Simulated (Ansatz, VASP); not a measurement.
ZnCd2O3: VASP beside Ansatz

```
Zn Cd O
1.0
     3.48343    0.00000    0.00000
    -1.74172    3.01674    0.00000
     0.00000    0.00000    8.72212
Zn Cd O
1 2 3
Direct
  0.00000 0.00000 0.33459
  0.33333 0.66667 0.01422
  0.66667 0.33333 0.66007
  0.66667 0.33333 0.91230
  0.00000 0.00000 0.55969
  0.33333 0.66667 0.26913
```

Alike in both runs: task single point; functional PBE; k mesh 12 × 12 × 6; occupations gaussian, width 0.1 eV; no spin polarisation.

```csv
,VASP,Ansatz
version,VASP 6.6.1,Ansatz 0.2.0
potentials or method,"VASP PAW PBE potentials, release 64 (Zn, Cd, O), cutoff 520 eV","scalar-relativistic, plane waves, PAW"
valence electrons in the cell,54,70
```

Ansatz gave:

```
gap on the k mesh at the Fermi level (eV)                     : none
pressure (GPa)                                                : 0.0
traceless stress, the component that is largest in VASP (GPa) : -0.01
rms of the force components (eV/Å)                            : 0.003
```

Problem. Which values does VASP return?

Solution. gap on the k mesh at the Fermi level (eV): none; pressure (GPa): 1.1; traceless stress, the component that is largest in VASP (GPa): 0.06; rms of the force components (eV/Å): 0.016.

Atom by atom the forces differ by 0.016 eV/Å (rms over components). A gap of «none» marks a metal or a gap that the smearing closes. The functional is the same, so the differences come from potentials, cutoffs and numerics. VASP's potentials hold 54 valence electrons a cell and Ansatz's 70, so a difference there can come from the potentials and not from the codes.
